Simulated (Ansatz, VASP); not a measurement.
**Two plane-wave programs on TePt**

Contents of INCAR:

```
SYSTEM = TePt
  PREC = Accurate
  ENCUT = 520
  EDIFF = 1E-6
  ISMEAR = 0
  SIGMA = 0.15
  LREAL = .FALSE.
  LASPH = .TRUE.
  NELM = 80
  ALGO = Normal
  ISIF = 2
  LWAVE = .FALSE.
  LCHARG = .FALSE.
  GGA = CA
  NBANDS = 24
```

File KPOINTS:

```
regular mesh
0
G
  12 12 8
  0 0 0
```

POSCAR

```
TePt
1.0
    4.2535368066      0.0000000000      0.0000000000
   -2.1267684033      3.6836709304      0.0000000000
    0.0000000000      0.0000000000      5.5764926886
Te Pt
2 2
Direct
    0.3333333333      0.6666666667      0.2500000000
    0.6666666667      0.3333333333      0.7500000000
    0.0000000000      0.0000000000      0.0000000000
    0.0000000000      0.0000000000      0.5000000000
```

Input for Ansatz:

```yaml
crystal:
  lattice:
    - [4.2535368066, 0.0, 0.0]
    - [-2.1267684033, 3.6836709304, 0.0]
    - [0.0, 0.0, 5.5764926886]
  atoms:
    - { symbol: Te, position: [0.3333333333, 0.6666666667, 0.25] }
    - { symbol: Te, position: [0.6666666667, 0.3333333333, 0.75] }
    - { symbol: Pt, position: [0.0, 0.0, 0.0] }
    - { symbol: Pt, position: [0.0, 0.0, 0.5] }
basis:
  ecutwfc: 420
kpoints:
  mp_grid: { grid: [12, 12, 8] }
hamiltonian:
  xc: lda
  pseudopotentials: { kind: paw, azcp: { folder: soft_1 } }
scf:
  occupations: { method: gaussian, width: 0.15 }
  lower_state_search: "off"
output:
  forces: true
  stress: true
  eigenvalues: true
```

Alike in both runs: task single point; functional LDA; k mesh 12 × 12 × 8; occupations gaussian, width 0.15 eV; no spin polarisation.

```csv
,VASP,Ansatz
version,VASP 6.6.1,Ansatz 0.2.0
potentials or method,"VASP PAW LDA potentials, release 64 (Te, Pt), cutoff 520 eV","scalar-relativistic, plane waves, PAW"
valence electrons in the cell,32,68
```

Ansatz gave:

| Item | Value |
| --- | --- |
| gap on the k mesh at the Fermi level (eV) | none |
| pressure (GPa) | -5.2 |
| traceless stress, the component that is largest in VASP (GPa) | -0.33 |

Q: What did VASP give for the same quantities?

A: gap on the k mesh at the Fermi level (eV): none; pressure (GPa): -5.0; traceless stress, the component that is largest in VASP (GPa): -0.20.

Ansatz warns that its potentials were made for another functional, while VASP's fit it. LDA's correlation is that of Perdew and Zunger in VASP and of Perdew and Wang (1992) in Ansatz. A gap of «none» marks a metal or a gap that the smearing closes. VASP's potentials hold 32 valence electrons a cell and Ansatz's 68, so a difference there can come from the potentials and not from the codes.

Spin-orbit coupling is off throughout.
